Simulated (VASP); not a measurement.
CsVH3, 10 atoms in the cell. Symmetry: P6_3/mmc, No. 194, hexagonal system. Conventional cell: a = 7.055 Å, b = 7.055 Å, c = 5.926 Å, α = 90.00°, β = 90.00°, γ = 120.00°. Cs (site symmetry -6m2) has 12 H at 3.53 to 3.60 Å and 6 V at 4.33 Å within 4.6 Å. V (site symmetry -3m) has 6 H at 2.52 Å and 2 V at 2.96 Å within 3.3 Å. Within 3.3 Å of H (site symmetry mm2) lie 2 V at 2.52 Å. 

- Program: VASP 6.6.1
- Task: single point
- Functional: PBE
- Potentials or basis: VASP PAW PBE potentials, release 64 (Cs_sv, V_sv, H)
- Cutoff: 520 eV
- k mesh: 3 × 3 × 4
- Occupations: gaussian, width 0.1 eV
- Spin: collinear spin, ferromagnetic start
- Starting moments: [0.0, 0.0, 2.0, 2.0, 0.0, 0.0, 0.0, 0.0, 0.0, 0.0] μB
- Dipole correction: no
- Further INCAR settings: ALGO = Normal; EDIFF = 1e-07; NBANDS = 40

Potentials or basis: VASP PAW PBE potentials, release 64 (Cs_sv, V_sv, H).

Launch:

```console
$ cat potpaw_PBE.64/Cs_sv/POTCAR potpaw_PBE.64/V_sv/POTCAR potpaw_PBE.64/H/POTCAR > POTCAR
$ mpirun -np 1 vasp_std > vasp.out
```

Hardware: 1 thread of Intel(R) Xeon(R) Platinum 8488C (Sapphire Rapids) (shared host).

Q: How long does it take, and how much memory?

A: Run time: 4.8 min on 1 thread of Intel(R) Xeon(R) Platinum 8488C (Sapphire Rapids) (shared host), peak memory 0.55 GiB. Counts: scf iterations 19, k points 9.
